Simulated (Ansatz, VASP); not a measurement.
**Two plane-wave programs on IrRu2**

```
Ru Ir
1.0
     2.70598    0.00000    0.00000
    -1.35299    2.34345    0.00000
     0.00000    0.00000    6.64164
Ru Ir
2 1
Cartesian
  0.0000 1.5623 4.3946
  1.3530 0.7811 2.2470
  0.0000 0.0000 0.0000
```

Alike in both runs: task single point; functional PBE; k mesh 18 × 18 × 8; occupations gaussian, width 0.1 eV; no spin polarisation.

```csv
,VASP,Ansatz
version,VASP 6.6.1,Ansatz 0.2.0
potentials or method,"VASP PAW PBE potentials, release 64 (Ru_pv, Ir), cutoff 520 eV","scalar-relativistic, plane waves, PAW"
valence electrons in the cell,37,49
```

|  | VASP | Ansatz | Ansatz less VASP |
| --- | --- | --- | --- |
| gap on the k mesh at the Fermi level (eV) | none | none | - |
| pressure (GPa) | 0.1 | 0.0 | -0.05 |
| rms of the force components (eV/Å) | 0.010 | 0.001 | -0.0091 |

Atom by atom the forces differ by 0.009 eV/Å (rms over components). A gap of «none» marks a metal or a gap that the smearing closes. VASP's potentials hold 37 valence electrons a cell and Ansatz's 49, so a difference there can come from the potentials and not from the codes.

Neither program's run includes spin-orbit coupling.
